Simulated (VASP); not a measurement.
A run of VASP 6.6.1 is set up as follows.

The input INCAR:

```
ALGO     = Normal         # electronic algorithm
EDIFF    = 1E-7           # SCF threshold, eV
ENCUT    = 520            # plane-wave cutoff, eV
GGA      = PS             # functional
ISIF     = 2              # what is computed and relaxed
ISMEAR   = -1             # smearing method
LASPH    = T              # aspherical terms in the spheres
LCHARG   = F              # write CHGCAR
LREAL    = F              # projectors in reciprocal space
LWAVE    = F              # write WAVECAR
NBANDS   = 16             # bands
NELM     = 80             # most SCF steps
PREC     = Accurate       # precision mode
SIGMA    = 0.05           # smearing width, eV
```

Contents of KPOINTS:

```
k-points
0
Gamma
  13 13 13
```

The input POSCAR:

```
SbW
1.0
    3.1023349933      0.0000000000      0.0000000000
    0.0000000000      3.1023349933      0.0000000000
    0.0000000000      0.0000000000      3.1023349933
W Sb
1 1
Direct
    0.0000000000      0.0000000000      0.0000000000
    0.5000000000      0.5000000000      0.5000000000
```

Potentials or basis: VASP PAW PBE potentials, release 64 (W_sv, Sb).

Run with:

```sh
$ cat potpaw_PBE.64/W_sv/POTCAR potpaw_PBE.64/Sb/POTCAR > POTCAR
$ mpirun -np 1 vasp_std > vasp.out
```

(1) Predict the band gap on the k mesh.

(2) Predict the pressure.

Results:

(1) zero (an odd number of electrons rules out a gap without spin polarisation).

(2) 53.1 GPa.

Caveat: the cell stands under pressure; the PAW data sets were made with another functional, which shifts forces and pressure a little; spin-orbit coupling is left out, which moves the levels of the heavy elements.
